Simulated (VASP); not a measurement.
# Si2Mo (I4/mmm) in VASP: settings compared

Si2Mo is run at these levels: LDA, PBEsol; tasks: single point.

Everything below comes from runs of VASP 6.6.1. Logs are shortened: lines on timing, memory, paths and dates and some standing lists are left out, and cuts for length are marked.

### Step 1. The cell of the first run

It takes space group I4/mmm (No. 139, tetragonal). Conventional cell: a = 3.242 Å, b = 3.242 Å, c = 7.964 Å, α = 90.00°, β = 90.00°, γ = 90.00°. Within 3.5 Å of Mo (site symmetry 4/mmm) lie 10 Si at 2.65 Å and 4 Mo at 3.24 Å. Si (site symmetry 4mm) has 9 Si at 2.65 to 3.24 Å and 5 Mo at 2.65 Å within 3.5 Å.

### Step 2. Single point, LDA (volume scaled by 1.04)

Input file INCAR:

```
SYSTEM = Si2Mo
PREC = Accurate
ENCUT = 520
EDIFF = 1E-6
ISMEAR = -1
SIGMA = 0.05
LREAL = .FALSE.
LASPH = .TRUE.
NELM = 80
ALGO = Normal
ISIF = 2
LWAVE = .FALSE.
LCHARG = .FALSE.
GGA = CA
NBANDS = 18
```

Input file KPOINTS:

```
Automatic mesh
0
G
  12 12 12
  0 0 0
```

Input file POSCAR:

```
Si2Mo
1.0
   -1.6210550461      1.6210550461      3.9822230367
    1.6210550461     -1.6210550461      3.9822230367
    1.6210550461      1.6210550461     -3.9822230367
Mo Si
1 2
Direct
    0.0000000000      0.0000000000      0.0000000000
    0.6670000000      0.6670000000      0.0000000000
    0.3330000000      0.3330000000      0.0000000000
```

Potentials or basis: VASP PAW LDA potentials, release 64 (Mo_sv, Si).

On the command line:

```sh
cat potpaw_LDA.64/Mo_sv/POTCAR potpaw_LDA.64/Si/POTCAR > POTCAR
mpirun -np 1 vasp_std > vasp.out
```

OUTCAR:

```text
SYSTEM = Si2Mo
   PREC = Accurate
   ENCUT = 520
   EDIFF = 1E-6
   ISMEAR = -1
   LREAL = .FALSE.
   LASPH = .TRUE.
   NELM = 80
   ISIF = 2
   GGA = CA

 ion  position               nearest neighbor table
   1  0.000  0.000  0.000-   2 2.65   2 2.65   2 2.65   3 2.65   2 2.65   3 2.65   3 2.65   3 2.65
                             2 2.65   3 2.65
   2  0.667  0.667  0.000-   3 2.65   3 2.65   3 2.65   3 2.65   1 2.65   1 2.65   1 2.65   1 2.65
                             1 2.65   3 2.66
   3  0.333  0.333  0.000-   2 2.65   2 2.65   2 2.65   2 2.65   1 2.65   1 2.65   1 2.65   1 2.65
                             1 2.65   2 2.66

  LATTYP: Found a body centered tetragonal cell.
 ALAT       =     3.2421100922
 C/A-ratio  =     2.4565625000

  Lattice vectors:

 A1 = (  -1.6210550461,   1.6210550461,   3.9822230367)
 A2 = (   1.6210550461,  -1.6210550461,   3.9822230367)
 A3 = (   1.6210550461,   1.6210550461,  -3.9822230367)

Analysis of symmetry for initial positions (statically):
=====================================================================
 Subroutine PRICEL returns:
 Original cell was already a primitive cell.

 Routine SETGRP: Setting up the symmetry group for a
 body centered tetragonal supercell.

 Subroutine GETGRP returns: Found 16 space group operations
 (whereof 16 operations were pure point group operations)
 out of a pool of 16 trial point group operations.

The static configuration has the point symmetry D_4h.

Analysis of symmetry for dynamics (positions and initial velocities):
=====================================================================
 Subroutine PRICEL returns:
 Original cell was already a primitive cell.

 Routine SETGRP: Setting up the symmetry group for a
 body centered tetragonal supercell.

 Subroutine GETGRP returns: Found 16 space group operations
 (whereof 16 operations were pure point group operations)
 out of a pool of 16 trial point group operations.

The dynamic configuration has the point symmetry D_4h.

 Subroutine INISYM returns: Found 16 space group operations
 (whereof 16 operations are pure point group operations),
 and found     1 'primitive' translations

----------------------------------------------------------------------------------------

                                     Primitive cell

  volume of cell :      41.8583

  direct lattice vectors                    reciprocal lattice vectors
    -1.621055046  1.621055046  3.982223037     0.000000000  0.308441099  0.125558010
     1.621055046 -1.621055046  3.982223037     0.308441099  0.000000000  0.125558010
     1.621055046  1.621055046 -3.982223037     0.308441099  0.308441099  0.000000000

  length of vectors
     4.594968905  4.594968905  4.594968905     0.333017605  0.333017605  0.436201585

  position of ions in fractional coordinates (direct lattice)
     0.000000000  0.000000000  0.000000000
     0.667000000  0.667000000  0.000000000
     0.333000000  0.333000000  0.000000000

  ion indices of the primitive-cell ions
   primitive index   ion index
                 1           1
                 2           2
                 3           3

----------------------------------------------------------------------------------------

 KPOINTS: Automatic mesh

Automatic generation of k-mesh.
 Grid dimensions read from file:
 generate k-points for:   12   12   12

 Generating k-lattice:

  Cartesian coordinates                     Fractional coordinates (reciprocal lattice)
     0.000000000  0.025703425  0.010463168     0.083333333  0.000000000  0.000000000
     0.025703425  0.000000000  0.010463168     0.000000000  0.083333333  0.000000000
     0.025703425  0.025703425  0.000000000     0.000000000  0.000000000  0.083333333

  Length of vectors
     0.027751467  0.027751467  0.036350132

  Shift w.r.t. Gamma in fractional coordinates (k-lattice)
     0.000000000  0.000000000  0.000000000

 Subroutine IBZKPT returns following result:
 ===========================================

 Found    163 irreducible k-points:

 Following reciprocal coordinates:
            Coordinates               Weight
  0.000000  0.000000  0.000000      1.000000
  0.083333  0.000000  0.000000      8.000000
  0.166667  0.000000  0.000000      8.000000
  0.250000  0.000000 -0.000000      8.000000
  0.333333  0.000000  0.000000      8.000000
  0.416667  0.000000 -0.000000      8.000000
[... 16 lines left out ...]
  0.500000  0.166667  0.000000     16.000000
 -0.416667  0.166667  0.000000     16.000000
 [... further k-points ...]
   k-points           NKPTS =    163   k-points in BZ     NKDIM =    163   number of bands    NBANDS=     18
   number of dos      NEDOS =    301   number of ions     NIONS =      3
   total plane-waves  NPLWV =  46656
   dimension x,y,z NGX =    36 NGY =   36 NGZ =   36
   dimension x,y,z NGXF=    72 NGYF=   72 NGZF=   72
   ions per type =               1   2
   NGX,Y,Z   is equivalent  to a cutoff of  13.02, 13.02, 13.02 a.u.
   NGXF,Y,Z  is equivalent  to a cutoff of  26.05, 26.05, 26.05 a.u.
 SYSTEM =  Si2Mo
   PREC   = accura    normal or accurate (medium, high low for compatibility)
   ISTART =      0    job   : 0-new  1-cont  2-samecut
   ICHARG =      2    charge: 1-file 2-atom 10-const
   ISPIN  =      1    spin polarized calculation?
   LNONCOLLINEAR =      F non collinear calculations
   LSORBIT =      F    spin-orbit coupling
   LASPH  =      T    aspherical Exc in radial PAW
   ENCUT  =  520.0 eV  38.22 Ry    6.18 a.u.   8.54  8.54  8.54*2*pi/ulx,y,z
   NELM   =     80;   NELMIN=  2; NELMDL= -5     # of ELM steps
   EDIFF  = 0.1E-05   stopping-criterion for ELM
   LREAL  =      F    real-space projection
   EDIFFG = 0.1E-04   stopping-criterion for IOM
   NSW    =      0    number of steps for IOM
   IBRION =     -1    ionic relax: 0-MD 1-quasi-New 2-CG
   NFREE  =      0    steps in history (QN), initial steepest desc. (CG)
   ISIF   =      2    stress and relaxation
   ISYM   =      2    0-nonsym 1-usesym 2-fastsym
   POTIM  = 0.5000    time-step for ionic-motion
   TEBEG  =    0.0;   TEEND  =   0.0 temperature during run
   PSTRESS=    0.0 pullay stress
   NELECT =      22.0000    total number of electrons
   NUPDOWN=      -1.0000    fix difference up-down
   EMIN   =  10.00;   EMAX   =-10.00  energy-range for DOS
   EFERMI =   0.00;   METHOD = LEGACY
   ISMEAR =    -1;   SIGMA  =   0.05  broadening in eV -4-tet -1-fermi 0-gaus
   EFERMI_NEDOS =   21; number of points for ismear=-14 and -15
   IALGO  =     38    algorithm
   IMIX   =      4    mixing-type and parameters
     AMIX     =   0.40;   BMIX     =  1.00
     AMIX_MAG =   1.60;   BMIX_MAG =  1.00
  volume/ion in A,a.u.               =      13.95        94.16
  Fermi-wavevector in a.u.,A,eV,Ry     =   1.321160  2.496630 23.748470  1.745463
  Thomas-Fermi vector in A             =   2.450934
   LORBIT       =      0    0 simple, 1 ext, 2 COOP (PROOUT), +10 PAW based schemes
   GGA     = CA    functional components
   LHFCALC =     F    Hartree Fock is set to
   AEXX    =    0.0000 exact exchange contribution
   IVDW    =     0    specifies the selected vdW correction
   LEPSILON=     F    determine dielectric tensor
   LRPA    =     F    only Hartree local field effects (RPA)
 non-spin polarized calculation
  energy-cutoff  :      520.00
  volume of cell :       41.86
 maximum number of plane-waves:      1149
 NGX is ok and might be reduce to    36
   NGX = 17   NGY = 17   NGZ = 17

 number of electron      22.0000000 magnetization

 Free energy of the ion-electron system (eV)
  ---------------------------------------------------
  ext. energy  EPLUGINS =         0.00000000
  ---------------------------------------------------
  free energy    TOTEN  =       -25.70309110 eV

  energy without entropy =      -25.70064045  energy(sigma->0) =      -25.70186577

 E-fermi :  11.6177     XC(G=0): -12.3684

 val. band max:       11.5519362154   @ k =  -0.3333  -0.4167   0.3333
 cond. band min:      11.6675003208   @ k =   0.0833   0.0000   0.0000
 fundamental gap:      0.1155641054
 Fermi energy:        11.6177390626

 k-point     1 :       0.0000    0.0000    0.0000
  band No.  band energies     occupation
      1     -48.8209      2.00000
      2     -23.1520      2.00000
      3     -23.0653      2.00000
      4     -23.0653      2.00000
      5      -1.4826      2.00000
      6       5.5412      2.00000
[... 10 lines left out ...]
     17      16.4022      0.00000
     18      16.4022      0.00000

 k-point     2 :       0.0833    0.0000    0.0000
  band No.  band energies     occupation
      1     -48.8199      2.00000
      2     -23.1509      2.00000
      3     -23.0805      2.00000
      4     -23.0639      2.00000
      5      -1.3613      2.00000
      6       5.5347      2.00000
[... 10 lines left out ...]
     17      16.5363      0.00000
     18      17.1558      0.00000

 k-point     3 :       0.1667    0.0000    0.0000
  band No.  band energies     occupation
      1     -48.8170      2.00000
      2     -23.1478      2.00000
      3     -23.1218      2.00000
      4     -23.0601      2.00000
      5      -1.0034      2.00000
      6       5.4473      2.00000
[... 10 lines left out ...]
     17      17.2386      0.00000
     18      18.6329      0.00000

 k-point     4 :       0.2500    0.0000   -0.0000
  band No.  band energies     occupation
      1     -48.8131      2.00000
      2     -23.1780      2.00000
      3     -23.1433      2.00000
      4     -23.0549      2.00000
      5      -0.4264      2.00000
      6       5.0585      2.00000
[... 10 lines left out ...]
     17      18.1892      0.00000
     18      20.3494      0.00000

 k-point     5 :       0.3333    0.0000    0.0000
  band No.  band energies     occupation
      1     -48.8092      2.00000
      2     -23.2334      2.00000
      3     -23.1390      2.00000
      4     -23.0497      2.00000
      5       0.3415      2.00000
      6       4.2876      2.00000
[... 10 lines left out ...]
     17      18.2317      0.00000
     18      20.4594      0.00000

 k-point     6 :       0.4167    0.0000   -0.0000
  band No.  band energies     occupation
      1     -48.8063      2.00000
      2     -23.2737      2.00000
      3     -23.1358      2.00000
      4     -23.0458      2.00000
      5       1.2604      2.00000
      6       3.3162      2.00000
[... 10 lines left out ...]
     17      17.7818      0.00000
     18      19.0912      0.00000

 k-point     7 :       0.5000    0.0000   -0.0000
  band No.  band energies     occupation
      1     -48.8052      2.00000
      2     -23.2883      2.00000
      3     -23.1346      2.00000
      4     -23.0444      2.00000
      5       2.2529      2.00000
      6       2.2999      2.00000
[... 10 lines left out ...]
     17      17.6082      0.00000
     18      18.3777      0.00000

 k-point     8 :       0.0833    0.0833    0.0000
  band No.  band energies     occupation
      1     -48.8189      2.00000
      2     -23.1503      2.00000
      3     -23.0800      2.00000
      4     -23.0781      2.00000
      5      -1.2070      2.00000
      6       5.3468      2.00000
[... 10 lines left out ...]
     17      17.2698      0.00000
     18      17.2862      0.00000
[... 229 lines left out ...]
     17      18.1831      0.00000
     18      19.3561      0.00000

 k-point    20 :       0.2500    0.1667   -0.0000
  band No.  band energies     occupation
      1     -48.8092      2.00000
      2     -23.1715      2.00000
      3     -23.1402      2.00000
      4     -23.1097      2.00000
      5       0.1773      2.00000
      6       4.5980      2.00000
[... 10 lines left out ...]
     17      18.3170      0.00000
     18      19.8841      0.00000

 k-point    21 :       0.3333    0.1667    0.0000
  band No.  band energies     occupation
      1     -48.8053      2.00000
      2     -23.2260      2.00000
      3     -23.1353      2.00000
      4     -23.1038      2.00000
      5       0.9390      2.00000
      6       4.0998      2.00000
[... 10 lines left out ...]
     17      18.9855      0.00000
     18      19.8399      0.00000

 k-point    22 :       0.4167    0.1667    0.0000
  band No.  band energies     occupation
      1     -48.8025      2.00000
      2     -23.2655      2.00000
      3     -23.1310      2.00000
      4     -23.0993      2.00000
      5       1.8226      2.00000
      6       3.2945      2.00000
[... 10 lines left out ...]
     17      18.7608      0.00000
     18      20.1999      0.00000

 k-point    23 :       0.5000    0.1667    0.0000
  band No.  band energies     occupation
      1     -48.8015      2.00000
      2     -23.2799      2.00000
      3     -23.1287      2.00000
      4     -23.0977      2.00000
      5       2.3010      2.00000
      6       2.8182      2.00000
[... 10 lines left out ...]
     17      18.8840      0.00000
     18      20.1030      0.00000

 k-point    24 :      -0.4167    0.1667    0.0000
  band No.  band energies     occupation
      1     -48.8025      2.00000
      2     -23.2654      2.00000
      3     -23.1289      2.00000
      4     -23.0992      2.00000
      5       1.3589      2.00000
      6       3.8218      2.00000
[... 10 lines left out ...]
     17      18.6872      0.00000
     18      19.4544      0.00000

 [... further k-points ...]
[... 5 lines left out ...]
  --------------------------------------------------------------------------------------
  -------------------------------------------------------------------------------------
  Total       -3.1199090     -3.1199090     -3.8284520      0.0000000     -0.0000000      0.0000000
  in kB     -119.4184466   -119.4184466   -146.5388193      0.0000000     -0.0000000      0.0000000
  external PRESSURE =    -128.4585708 kB  Pullay stress =       0.0000000 kB

 VOLUME and BASIS-vectors are now :
 -----------------------------------------------------------------------------
  energy-cutoff  :      520.00
  volume of cell :       41.86
      direct lattice vectors                 reciprocal lattice vectors
    -1.621055046  1.621055046  3.982223037     0.000000000  0.308441099  0.125558010
     1.621055046 -1.621055046  3.982223037     0.308441099  0.000000000  0.125558010
     1.621055046  1.621055046 -3.982223037     0.308441099  0.308441099  0.000000000

 POSITION                                       TOTAL-FORCE (eV/Angst)
 -----------------------------------------------------------------------------------
      0.00000      0.00000      0.00000        -0.000000     -0.000000      0.000000
      0.00000      0.00000      5.31229        -0.000000     -0.000000     -0.421859
      0.00000      0.00000      2.65216         0.000000      0.000000      0.421859
 -----------------------------------------------------------------------------------
    total drift:                                0.000000      0.000000     -0.000000

  FREE ENERGIE OF THE ION-ELECTRON SYSTEM (eV)
  ---------------------------------------------------
  free  energy   TOTEN  =       -25.7030910954 eV

  energy  without entropy=      -25.7006404528  energy(sigma->0) =      -25.70186577
```

Run time: 59 s. Hardware: 1 thread of Intel Xeon 6975P-C (Granite Rapids), shared host; peak memory 0.25 GiB.

What came out:

* Free energy: -25.7031 eV
* Pressure: -12.8 GPa
* Largest force: 0.422 eV/Å
* Band gap on the k mesh: zero (band 11 reaches 12.10 eV, above the bottom of band 12 at 11.10 eV)

Forces in eV/Å, atoms in the order of the input:
```
Mo   0.000  0.000  0.000
Si   0.000  0.000 -0.422
Si   0.000  0.000  0.422
```

Caveat: the cell differs from its parent crystal (volume scaled by 1.04).

### Step 3. Single point, LDA (volume scaled by 1.06)

Input file INCAR:

```
  PREC = Accurate
  ENCUT = 520
  EDIFF = 1E-6
  ISMEAR = -1
  SIGMA = 0.05
  LREAL = F
  LASPH = T
  NELM = 60
  ALGO = Normal
  ISIF = 2
  LWAVE = F
  LCHARG = F
  NBANDS = 18
```

Input file KPOINTS:

```
regular mesh
0
Gamma
  12 12 12
```

Input file POSCAR:

```
Si2Mo
1.0
   -1.6313805159      1.6313805159      4.0075881985
    1.6313805159     -1.6313805159      4.0075881985
    1.6313805159      1.6313805159     -4.0075881985
Mo Si
1 2
Direct
    0.0000000000      0.0000000000      0.0000000000
    0.6670000000      0.6670000000      0.0000000000
    0.3330000000      0.3330000000      0.0000000000
```

Potentials or basis: VASP PAW LDA potentials, release 64 (Mo_sv, Si).

On the command line:

```sh
cat potpaw_LDA.64/Mo_sv/POTCAR potpaw_LDA.64/Si/POTCAR > POTCAR
mpirun -np 1 vasp_std > vasp.out
```

It took 53 s on 1 thread of Intel Xeon 6975P-C (Granite Rapids), shared host; peak memory 0.25 GiB.

It converged, with:

* Free energy: -25.6309 eV
* Pressure: -15.9 GPa
* Largest force: 0.447 eV/Å
* Band gap on the k mesh: zero (band 11 reaches 11.81 eV, above the bottom of band 12 at 10.82 eV)

Forces in eV/Å, atoms in the order of the input:
```
Mo   0.000  0.000  0.000
Si   0.000  0.000 -0.447
Si   0.000  0.000  0.447
```

Stress tensor (GPa, compression positive):
```
-14.90   0.00   0.00
  0.00 -14.90   0.00
  0.00   0.00 -17.96
```

Levels at points of the mesh, in eV from the Fermi level:
```
           k point  band 7  band 8  band 9  band 10  band 11  band 12  band 13  band 14  band 15  band 16
(0.00, 0.00, 0.00)   -3.54   -2.79   -2.49    -2.49     0.39     2.69     3.38     3.47     3.47     3.76
(0.50, 0.00, 0.00)   -4.67   -4.25   -2.43    -2.33    -0.45     2.03     2.90     3.54     4.06     5.42
(0.50, 0.50, 0.00)   -5.38   -5.30   -4.26    -2.83    -1.07     2.07     2.41     2.77     3.07     4.81
(0.50, 0.50, 0.50)   -3.21   -2.14   -0.55    -0.55    -0.51    -0.51     0.51     4.33     4.38     5.91
```

Caveat: the cell differs from its parent crystal (volume scaled by 1.06).

### Step 4. Single point, PBEsol

This run uses another cell than the first one, of 13.42 Å³/atom, 0.962 times its volume.

Input file INCAR:

```
PREC = Accurate ; ENCUT = 520
EDIFF = 1E-6 ; ISMEAR = -1
SIGMA = 0.05 ; LREAL = F
LASPH = T ; NELM = 80
ALGO = Normal ; ISIF = 2
LWAVE = F ; LCHARG = T
GGA = PS ; LELF = T
LVHAR = T ; NBANDS = 18
```

Input file KPOINTS:

```
Automatic mesh
0
Gamma
  12 12 12
```

Input file POSCAR:

```
Si2Mo
1.0
   -1.6000000000      1.6000000000      3.9305000000
    1.6000000000     -1.6000000000      3.9305000000
    1.6000000000      1.6000000000     -3.9305000000
Mo Si
1 2
Direct
    0.0000000000      0.0000000000      0.0000000000
    0.6670000000      0.6670000000      0.0000000000
    0.3330000000      0.3330000000      0.0000000000
```

Potentials or basis: VASP PAW PBE potentials, release 64 (Mo_sv, Si).

On the command line:

```sh
cat potpaw_PBE.64/Mo_sv/POTCAR potpaw_PBE.64/Si/POTCAR > POTCAR
mpirun -np 1 vasp_std > vasp.out
```

Run time: 2.1 min. Hardware: 1 thread of Intel Xeon Platinum 8488C (Sapphire Rapids), shared host; peak memory 0.28 GiB.

Results (log left out):

```
Free energy            : -25.0717 eV
Pressure               : -2.4 GPa
Largest force          : 0.322 eV/Å
Band gap on the k mesh : zero (band 11 reaches 12.70 eV, above the bottom of band 12 at 11.67 eV)
```

Forces on the atoms (eV/Å):
```
Mo   0.000  0.000  0.000
Si   0.000  0.000 -0.322
Si   0.000  0.000  0.322
```

Stress tensor (GPa, compression positive):
```
-1.95  0.00  0.00
 0.00 -1.95  0.00
 0.00  0.00 -3.19
```

Levels at points of the mesh, in eV from the Fermi level:
```csv
k point,band 9,band 10,band 11,band 12,band 13,band 14
"(0.00, 0.00, 0.00)",-2.66,-2.66,0.41,3.07,3.08,3.63
"(0.50, 0.00, 0.00)",-2.64,-2.51,-0.53,2.25,3.02,4.03
"(0.50, 0.50, 0.00)",-4.51,-3.08,-1.15,2.30,2.70,3.01
"(0.50, 0.50, 0.50)",-0.59,-0.59,-0.52,-0.52,0.55,4.62
```

Caveat: the PAW data sets were made with another functional, which shifts forces and pressure a little.

(Continued in part 2 of 2.)
